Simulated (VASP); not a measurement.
# GeP4 (P6/mmm) in VASP: further runs

Runs on GeP4. Level: PBE. Tasks: single point.

Everything below comes from runs of VASP 6.6.1. Logs are shortened: lines on timing, memory, paths and dates and some standing lists are left out, and cuts for length are marked.

## Step 1: The cell of the first run

Symmetry: P6/mmm, No. 191, hexagonal system. The conventional cell has a = 4.473 Å, b = 4.473 Å, c = 4.912 Å, α = 90.00°, β = 90.00°, γ = 120.00°. Ge (site symmetry 6/mmm) has 6 P at 2.58 Å within 3.4 Å. P (site symmetry -6m2) has 5 P at 2.46 to 2.58 Å and 3 Ge at 2.58 Å within 3.2 Å. Within 3.2 Å of P (site symmetry -6m2) lie 5 P at 2.46 to 2.58 Å.

## Step 2: Single point, PBE

INCAR reads:

```
SYSTEM = GeP4
PREC     = Accurate       ! precision mode
ENCUT    = 520            ! plane-wave cutoff, eV
EDIFF    = 1E-6           ! SCF threshold, eV
ISMEAR   = 0              ! smearing method
SIGMA    = 0.1            ! smearing width, eV
LREAL    = .FALSE.        ! projectors in reciprocal space
LASPH    = .TRUE.         ! aspherical terms in the spheres
NELM     = 60             ! most SCF steps
ALGO     = Normal         ! electronic algorithm
ISIF     = 2              ! what is computed and relaxed
LWAVE    = .FALSE.        ! write WAVECAR
LCHARG   = .TRUE.         ! write CHGCAR
GGA      = PE             ! functional
LELF     = .TRUE.         ! ELF
LVHAR    = .TRUE.       
NBANDS   = 25             ! bands
```

KPOINTS reads:

```
Automatic mesh
0
G
  6 6 4
  0 0 0
```

POSCAR reads:

```
GeP4
1.0
    4.4728519047      0.0000000000      0.0000000000
   -2.2364259523      3.8736033768      0.0000000000
    0.0000000000      0.0000000000      4.9119879689
Ge P
1 4
Direct
    0.0000000000      0.0000000000      0.0000000000
    0.3333333333      0.6666666667      0.0000000000
    0.6666666667      0.3333333333      0.0000000000
    0.3333333333      0.6666666667      0.5000000000
    0.6666666667      0.3333333333      0.5000000000
```

Potentials or basis: VASP PAW PBE potentials, release 64 (Ge_d, P).

The run is started by

```console
$ cat potpaw_PBE.64/Ge_d/POTCAR potpaw_PBE.64/P/POTCAR > POTCAR
$ mpirun -np 1 vasp_std > vasp.out
```

OUTCAR:

```text
SYSTEM = GeP4
   PREC = Accurate
   ENCUT = 520
   EDIFF = 1E-6
   ISMEAR = 0
   LREAL = .FALSE.
   LASPH = .TRUE.
   NELM = 60
   ISIF = 2
   GGA = PE

 ion  position               nearest neighbor table
   1  0.000  0.000  0.000-   2 2.58   3 2.58   2 2.58   3 2.58   3 2.58   2 2.58
   2  0.333  0.667  0.000-   4 2.46   4 2.46   3 2.58   1 2.58   3 2.58   1 2.58   1 2.58   3 2.58

   3  0.667  0.333  0.000-   5 2.46   5 2.46   2 2.58   1 2.58   2 2.58   1 2.58   1 2.58   2 2.58

   4  0.333  0.667  0.500-   2 2.46   2 2.46   5 2.58   5 2.58   5 2.58
   5  0.667  0.333  0.500-   3 2.46   3 2.46   4 2.58   4 2.58   4 2.58

  LATTYP: Found a hexagonal cell.
 ALAT       =     4.4728519047
 C/A-ratio  =     1.0981780916

  Lattice vectors:

 A1 = (   4.4728519047,   0.0000000000,   0.0000000000)
 A2 = (  -2.2364259523,   3.8736033768,   0.0000000000)
 A3 = (   0.0000000000,   0.0000000000,   4.9119879689)

Analysis of symmetry for initial positions (statically):
=====================================================================
 Subroutine PRICEL returns:
 Original cell was already a primitive cell.

 Routine SETGRP: Setting up the symmetry group for a
 hexagonal supercell.

 Subroutine GETGRP returns: Found 24 space group operations
 (whereof 24 operations were pure point group operations)
 out of a pool of 24 trial point group operations.

The static configuration has the point symmetry D_6h.

Analysis of symmetry for dynamics (positions and initial velocities):
=====================================================================
 Subroutine PRICEL returns:
 Original cell was already a primitive cell.

 Routine SETGRP: Setting up the symmetry group for a
 hexagonal supercell.

 Subroutine GETGRP returns: Found 24 space group operations
 (whereof 24 operations were pure point group operations)
 out of a pool of 24 trial point group operations.

The dynamic configuration has the point symmetry D_6h.

 Subroutine INISYM returns: Found 24 space group operations
 (whereof 24 operations are pure point group operations),
 and found     1 'primitive' translations

----------------------------------------------------------------------------------------

                                     Primitive cell

  volume of cell :      85.1054

  direct lattice vectors                    reciprocal lattice vectors
     4.472851905  0.000000000  0.000000000     0.223571006  0.129078780  0.000000000
    -2.236425952  3.873603377  0.000000000     0.000000000  0.258157561  0.000000000
     0.000000000  0.000000000  4.911987969     0.000000000  0.000000000  0.203583561

  length of vectors
     4.472851905  4.472851905  4.911987969     0.258157561  0.258157561  0.203583561

  position of ions in fractional coordinates (direct lattice)
     0.000000000  0.000000000  0.000000000
     0.333333333  0.666666667  0.000000000
     0.666666667  0.333333333  0.000000000
     0.333333333  0.666666667  0.500000000
     0.666666667  0.333333333  0.500000000

  ion indices of the primitive-cell ions
   primitive index   ion index
                 1           1
                 2           2
                 3           3
                 4           4
                 5           5

----------------------------------------------------------------------------------------

 KPOINTS: Automatic mesh

Automatic generation of k-mesh.
 Grid dimensions read from file:
 generate k-points for:    6    6    4

 Generating k-lattice:

  Cartesian coordinates                     Fractional coordinates (reciprocal lattice)
     0.037261834  0.021513130  0.000000000     0.166666667  0.000000000  0.000000000
     0.000000000  0.043026260  0.000000000     0.000000000  0.166666667  0.000000000
     0.000000000  0.000000000  0.050895890     0.000000000  0.000000000  0.250000000

  Length of vectors
     0.043026260  0.043026260  0.050895890

  Shift w.r.t. Gamma in fractional coordinates (k-lattice)
     0.000000000  0.000000000  0.000000000

 Subroutine IBZKPT returns following result:
 ===========================================

 Found     21 irreducible k-points:

 Following reciprocal coordinates:
            Coordinates               Weight
  0.000000  0.000000  0.000000      1.000000
  0.166667  0.000000  0.000000      6.000000
  0.333333  0.000000  0.000000      6.000000
  0.500000  0.000000  0.000000      3.000000
  0.166667  0.166667  0.000000      6.000000
  0.333333  0.166667  0.000000     12.000000
[... 13 lines left out ...]
  0.333333  0.166667  0.500000     12.000000
  0.333333  0.333333  0.500000      2.000000
   k-points           NKPTS =     21   k-points in BZ     NKDIM =     21   number of bands    NBANDS=     25
   number of dos      NEDOS =    301   number of ions     NIONS =      5
   total plane-waves  NPLWV =  51840
   dimension x,y,z NGX =    36 NGY =   36 NGZ =   40
   dimension x,y,z NGXF=    72 NGYF=   72 NGZF=   80
   ions per type =               1   4
   NGX,Y,Z   is equivalent  to a cutoff of  13.38, 13.38, 13.54 a.u.
   NGXF,Y,Z  is equivalent  to a cutoff of  26.76, 26.76, 27.08 a.u.
 SYSTEM =  GeP4
   PREC   = accura    normal or accurate (medium, high low for compatibility)
   ISTART =      0    job   : 0-new  1-cont  2-samecut
   ICHARG =      2    charge: 1-file 2-atom 10-const
   ISPIN  =      1    spin polarized calculation?
   LNONCOLLINEAR =      F non collinear calculations
   LSORBIT =      F    spin-orbit coupling
   LASPH  =      T    aspherical Exc in radial PAW
   ENCUT  =  520.0 eV  38.22 Ry    6.18 a.u.   8.32  8.32  9.13*2*pi/ulx,y,z
   NELM   =     60;   NELMIN=  2; NELMDL= -5     # of ELM steps
   EDIFF  = 0.1E-05   stopping-criterion for ELM
   LREAL  =      F    real-space projection
   EDIFFG = 0.1E-04   stopping-criterion for IOM
   NSW    =      0    number of steps for IOM
   IBRION =     -1    ionic relax: 0-MD 1-quasi-New 2-CG
   NFREE  =      0    steps in history (QN), initial steepest desc. (CG)
   ISIF   =      2    stress and relaxation
   ISYM   =      2    0-nonsym 1-usesym 2-fastsym
   POTIM  = 0.5000    time-step for ionic-motion
   TEBEG  =    0.0;   TEEND  =   0.0 temperature during run
   PSTRESS=    0.0 pullay stress
   NELECT =      34.0000    total number of electrons
   NUPDOWN=      -1.0000    fix difference up-down
   EMIN   =  10.00;   EMAX   =-10.00  energy-range for DOS
   EFERMI =   0.00;   METHOD = LEGACY
   ISMEAR =     0;   SIGMA  =   0.10  broadening in eV -4-tet -1-fermi 0-gaus
   EFERMI_NEDOS =   21; number of points for ismear=-14 and -15
   IALGO  =     38    algorithm
   IMIX   =      4    mixing-type and parameters
     AMIX     =   0.40;   BMIX     =  1.00
     AMIX_MAG =   1.60;   BMIX_MAG =  1.00
  volume/ion in A,a.u.               =      17.02       114.86
  Fermi-wavevector in a.u.,A,eV,Ry     =   1.205727  2.278493 19.779829  1.453776
  Thomas-Fermi vector in A             =   2.341414
   LORBIT       =      0    0 simple, 1 ext, 2 COOP (PROOUT), +10 PAW based schemes
   GGA     = PE    functional components
   LHFCALC =     F    Hartree Fock is set to
   AEXX    =    0.0000 exact exchange contribution
   IVDW    =     0    specifies the selected vdW correction
   LEPSILON=     F    determine dielectric tensor
   LRPA    =     F    only Hartree local field effects (RPA)
 non-spin polarized calculation
 Gauss-broadening in eV      SIGMA  =   0.10
  energy-cutoff  :      520.00
  volume of cell :       85.11
 maximum number of plane-waves:      2305
 NGX is ok and might be reduce to    36
   NGX = 17   NGY = 17   NGZ = 19

 number of electron      34.0000015 magnetization

 Free energy of the ion-electron system (eV)
  ---------------------------------------------------
  ext. energy  EPLUGINS =         0.00000000
  ---------------------------------------------------
  free energy    TOTEN  =       -23.48555062 eV

  energy without entropy =      -23.47637958  energy(sigma->0) =      -23.48096510

 E-fermi :   7.7030     XC(G=0): -10.7640

 val. band max:        7.6683701731   @ k =   0.1667   0.1667   0.2500
 cond. band min:       7.7649504480   @ k =   0.5000   0.0000   0.5000
 fundamental gap:      0.0965802749
 Fermi energy:         7.7029760615

 k-point     1 :       0.0000    0.0000    0.0000
  band No.  band energies     occupation
      1     -17.1478      2.00000
      2     -17.1278      2.00000
      3     -17.1278      2.00000
      4     -17.1235      2.00000
      5     -17.1235      2.00000
      6      -7.8257      2.00000
[... 17 lines left out ...]
     24      13.7627      0.00000
     25      14.1686      0.00000

 k-point     2 :       0.1667    0.0000    0.0000
  band No.  band energies     occupation
      1     -17.1467      2.00000
      2     -17.1282      2.00000
      3     -17.1267      2.00000
      4     -17.1238      2.00000
      5     -17.1236      2.00000
      6      -7.5888      2.00000
[... 17 lines left out ...]
     24      13.8365      0.00000
     25      14.4862      0.00000

 k-point     3 :       0.3333    0.0000    0.0000
  band No.  band energies     occupation
      1     -17.1448      2.00000
      2     -17.1288      2.00000
      3     -17.1246      2.00000
      4     -17.1244      2.00000
      5     -17.1237      2.00000
      6      -6.9066      2.00000
[... 17 lines left out ...]
     24      13.1918      0.00000
     25      13.7056      0.00000

 k-point     4 :       0.5000    0.0000    0.0000
  band No.  band energies     occupation
      1     -17.1439      2.00000
      2     -17.1290      2.00000
      3     -17.1247      2.00000
      4     -17.1238      2.00000
      5     -17.1235      2.00000
      6      -6.1828      2.00000
[... 17 lines left out ...]
     24      13.0766      0.00000
     25      14.4542      0.00000

 k-point     5 :       0.1667    0.1667    0.0000
  band No.  band energies     occupation
      1     -17.1452      2.00000
      2     -17.1285      2.00000
      3     -17.1254      2.00000
      4     -17.1242      2.00000
      5     -17.1237      2.00000
      6      -7.1257      2.00000
[... 17 lines left out ...]
     24      12.0812      0.00000
     25      14.0907      0.00000

 k-point     6 :       0.3333    0.1667    0.0000
  band No.  band energies     occupation
      1     -17.1436      2.00000
      2     -17.1283      2.00000
      3     -17.1245      2.00000
      4     -17.1245      2.00000
      5     -17.1239      2.00000
      6      -6.2886      2.00000
[... 17 lines left out ...]
     24      13.3823      0.00000
     25      14.1264      0.00000
[... 309 lines left out ...]
 k-point    18 :       0.5000    0.0000    0.5000
  band No.  band energies     occupation
      1     -17.1436      2.00000
      2     -17.1290      2.00000
      3     -17.1249      2.00000
      4     -17.1239      2.00000
      5     -17.1235      2.00000
      6      -5.2029      2.00000
[... 17 lines left out ...]
     24      11.1272      0.00000
     25      13.2967      0.00000

 k-point    19 :       0.1667    0.1667    0.5000
  band No.  band energies     occupation
      1     -17.1448      2.00000
      2     -17.1284      2.00000
      3     -17.1254      2.00000
      4     -17.1244      2.00000
      5     -17.1239      2.00000
      6      -6.2959      2.00000
[... 17 lines left out ...]
     24      12.5649      0.00000
     25      15.3076      0.00000

 k-point    20 :       0.3333    0.1667    0.5000
  band No.  band energies     occupation
      1     -17.1433      2.00000
      2     -17.1283      2.00000
      3     -17.1247      2.00000
      4     -17.1245      2.00000
      5     -17.1241      2.00000
      6      -5.3721      2.00000
[... 17 lines left out ...]
     24      12.3845      0.00000
     25      13.5536      0.00000

 k-point    21 :       0.3333    0.3333    0.5000
  band No.  band energies     occupation
      1     -17.1426      2.00000
      2     -17.1263      2.00000
      3     -17.1263      2.00000
      4     -17.1245      2.00000
      5     -17.1245      2.00000
      6      -4.4458      2.00000
[... 17 lines left out ...]
     24      13.8182      0.00000
     25      14.1830      0.00000

------------------------ aborting loop because EDIFF is reached ----------------------------------------

  FORCE on cell =-STRESS in cart. coord.  units (eV):
  Direction    XX          YY          ZZ          XY          YZ          ZX
  --------------------------------------------------------------------------------------
  -------------------------------------------------------------------------------------
  Total       -0.0735180     -0.0735180     -0.0908438     -0.0000000     -0.0000000     -0.0000000
  in kB       -1.3840353     -1.3840353     -1.7102071     -0.0000000     -0.0000000     -0.0000000
  external PRESSURE =      -1.4927592 kB  Pullay stress =       0.0000000 kB

 VOLUME and BASIS-vectors are now :
 -----------------------------------------------------------------------------
  energy-cutoff  :      520.00
  volume of cell :       85.11
      direct lattice vectors                 reciprocal lattice vectors
     4.472851905  0.000000000  0.000000000     0.223571006  0.129078780  0.000000000
    -2.236425952  3.873603377  0.000000000     0.000000000  0.258157561  0.000000000
     0.000000000  0.000000000  4.911987969     0.000000000  0.000000000  0.203583561

 POSITION                                       TOTAL-FORCE (eV/Angst)
 -----------------------------------------------------------------------------------
      0.00000      0.00000      0.00000         0.000000      0.000000      0.000000
     -0.00000      2.58240      0.00000         0.000000      0.000000      0.000000
      2.23643      1.29120      0.00000        -0.000000     -0.000000      0.000000
     -0.00000      2.58240      2.45599         0.000000      0.000000      0.000000
      2.23643      1.29120      2.45599         0.000000      0.000000      0.000000
 -----------------------------------------------------------------------------------
    total drift:                               -0.000000     -0.000000      0.000000

  FREE ENERGIE OF THE ION-ELECTRON SYSTEM (eV)
  ---------------------------------------------------
  free  energy   TOTEN  =       -23.4855506153 eV

  energy  without entropy=      -23.4763795840  energy(sigma->0) =      -23.48096510
```

It took 23 s on 1 thread of Intel Xeon Platinum 8488C (Sapphire Rapids), shared host; peak memory 0.22 GiB.

What came out:

- Free energy: -23.4856 eV
- Pressure: -0.1 GPa
- Band gap on the k mesh: zero (band 17 reaches 8.22 eV, above the bottom of band 18 at 5.50 eV)

## Step 3: Single point, PBE

This run uses another cell than the first one, of 22.08 Å³/atom, 1.297 times its volume.

INCAR reads:

```
PREC = Accurate ; ENCUT = 520
EDIFF = 1E-6 ; ISMEAR = 0
SIGMA = 0.1 ; LREAL = F
LASPH = T ; NELM = 60
ALGO = Normal ; ISIF = 2
LWAVE = F ; LCHARG = F
GGA = PE ; NBANDS = 25
```

KPOINTS reads:

```
regular mesh
0
Gamma
  6 6 4
```

POSCAR reads:

```
GeP4
1.0
    5.1770768600      0.0000000000      0.0000000000
   -2.5885384300      4.4834800800      0.0000000000
    0.0000000000      0.0000000000      4.7553064700
Ge P
1 4
Direct
    0.0000000000      0.0000000000      0.0000000000
    0.3333333300      0.6666666700      0.0000000000
    0.6666666700      0.3333333300      0.0000000000
    0.3333333300      0.6666666700      0.5000000000
    0.6666666700      0.3333333300      0.5000000000
```

Potentials or basis: VASP PAW PBE potentials, release 64 (Ge_d, P).

The run is started by

```console
$ cat potpaw_PBE.64/Ge_d/POTCAR potpaw_PBE.64/P/POTCAR > POTCAR
$ mpirun -np 1 vasp_std > vasp.out
```

It took 35 s on 1 thread of Intel Xeon Platinum 8488C (Sapphire Rapids), shared host; peak memory 0.23 GiB.

The run converged. Its results:

```yaml
Free_energy: -22.2884 eV
Pressure: -10.0 GPa
Band_gap_on_the_k_mesh: zero (band 17 reaches 5.69 eV, above the bottom of band 18 at 3.37 eV)
```

Stress tensor (GPa, compression positive):
```
 -9.07   0.00   0.00
  0.00  -9.07   0.00
  0.00   0.00 -11.75
```

Levels at points of the mesh, in eV from the Fermi level:
```
           k point  band 15  band 16  band 17  band 18  band 19  band 20
(0.00, 0.00, 0.00)    -3.03    -3.03    -0.45    -0.45     1.43     1.66
(0.50, 0.00, 0.00)    -1.45    -1.28    -0.05     0.45     0.61     2.19
(0.00, 0.00, 0.50)    -2.47    -2.47    -0.25    -0.05    -0.05     0.17
(0.50, 0.00, 0.50)    -0.80     0.05     0.79     0.99     1.11     1.16
```

## Step 4: Single point, PBE

This run uses another cell than the first one, of 17.11 Å³/atom, 1.005 times its volume.

INCAR reads:

```
PREC = Accurate
ENCUT = 520
EDIFF = 1E-6
ISMEAR = 0
SIGMA = 0.1
LREAL = False
LASPH = True
NELM = 80
ALGO = Normal
ISIF = 2
LWAVE = False
LCHARG = False
GGA = PE
NBANDS = 25
```

KPOINTS reads:

```
regular mesh
0
Gamma
  12 12 8
```

POSCAR reads:

```
GeP4
1.0
    4.5369044449      0.0000000000      0.0000000000
   -2.2684522224      3.9290745038      0.0000000000
    0.0000000000      0.0000000000      4.7989280814
Ge P
1 4
Direct
    0.0000000000      0.0000000000      0.0000000000
    0.3333333333      0.6666666667      0.0000000000
    0.6666666667      0.3333333333      0.0000000000
    0.3333333333      0.6666666667      0.5000000000
    0.6666666667      0.3333333333      0.5000000000
```

The run is started by

```console
$ cat potpaw_PBE.64/Ge_d/POTCAR potpaw_PBE.64/P/POTCAR > POTCAR
$ mpirun -np 1 vasp_std > vasp.out
```

Wall time 100 s (1 thread of Intel Xeon Platinum 8488C (Sapphire Rapids), shared host); peak memory 0.31 GiB.

The run converged. Its results:

* Free energy: -23.4745 eV
* Pressure: -0.1 GPa
* Band gap on the k mesh: zero (band 17 reaches 8.52 eV, above the bottom of band 18 at 5.46 eV)

Stress tensor (GPa, compression positive):
```
-0.07  0.00  0.00
 0.00 -0.07  0.00
 0.00  0.00 -0.21
```

Levels at points of the mesh, in eV from the Fermi level:
```tsv
k point	band 14	band 15	band 16	band 17	band 18	band 19	band 20	band 21
(0.00, 0.00, 0.00)	-4.05	-4.05	-3.82	-1.96	-1.96	1.44	1.44	2.07
(0.50, 0.00, 0.00)	-3.02	-1.72	-0.28	-0.06	0.88	1.08	2.68	2.82
(0.00, 0.00, 0.50)	-3.90	-3.69	-3.69	-1.89	-1.23	-0.05	-0.05	0.98
(0.50, 0.00, 0.50)	-1.25	-0.67	0.02	0.14	1.48	1.51	1.81	2.21
```

## Step 5: Summary

```tsv
cell	k mesh	gap on the mesh (eV)	pressure (GPa)
a = 4.473, b = 4.473, c = 4.912 Å, angles 90.0, 90.0, 120.0°, 5 atoms	6 × 6 × 4	none	-0.1
a = 5.177, b = 5.177, c = 4.755 Å, angles 90.0, 90.0, 120.0°, 5 atoms	6 × 6 × 4	none	-10.0
a = 4.537, b = 4.537, c = 4.799 Å, angles 90.0, 90.0, 120.0°, 5 atoms	12 × 12 × 8	none	-0.1
```

Alike in all rows: task single point; level PBE; potentials or basis VASP PAW PBE potentials, release 64 (Ge_d, P); no spin polarisation; cutoff (eV) 520; smearing gaussian 0.1 eV.

Absolute energies hang on the potentials; compare differences alone.
